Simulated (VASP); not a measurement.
A run of VASP 6.6.1:

Contents of INCAR:

```
ALGO = Normal
EDIFF = 1E-6
ENCUT = 520
GGA = PS
ISIF = 2
ISMEAR = -1
LASPH = T
LCHARG = F
LREAL = F
LWAVE = F
NBANDS = 50
NELECT = 78.0
NELM = 80
PREC = Accurate
SIGMA = 0.05
```

The input KPOINTS:

```
Automatic mesh
0
Gamma
  2 2 2
  0.5 0.5 0.5
```

Contents of POSCAR:

```
Cs2Sn2SBr4
1.0
   11.5000000000      0.0000000000      0.0000000000
    0.0000000000      5.7500000000      0.0000000000
    0.0000000000      0.0000000000      5.7500000000
Cs Sn Br S
2 2 4 1
Direct
    0.0015500000      0.0002270000      0.9955600000
    0.4989470000      0.0006930000      0.9972970000
    0.2493300000      0.4936980000      0.5016460000
    0.7472850000      0.4986610000      0.5067330000
    0.7508520000      0.5051480000      0.0023770000
    0.0002840000      0.5004790000      0.4960400000
    0.2531170000      0.9966000000      0.4987650000
    0.7510160000      0.9938260000      0.5067560000
    0.4998170000      0.4974520000      0.4981160000
```

Potentials or basis: VASP PAW PBE potentials, release 64 (Cs_sv, Sn_d, Br, S).

The run is started by

```bash
$ cat potpaw_PBE.64/Cs_sv/POTCAR potpaw_PBE.64/Sn_d/POTCAR potpaw_PBE.64/Br/POTCAR potpaw_PBE.64/S/POTCAR > POTCAR
$ mpirun -np 1 vasp_std > vasp.out
```

Hardware: 1 thread of AMD EPYC 7R43 64-Core Processor (Zen 3), with other jobs on the host.

Problem. How long does it take, and how much memory?

Solution. It took 2.1 min on 1 thread of AMD EPYC 7R43 64-Core Processor (Zen 3), with other jobs on the host, peak memory 0.49 GiB. Counts: scf iterations 18, k points 4.
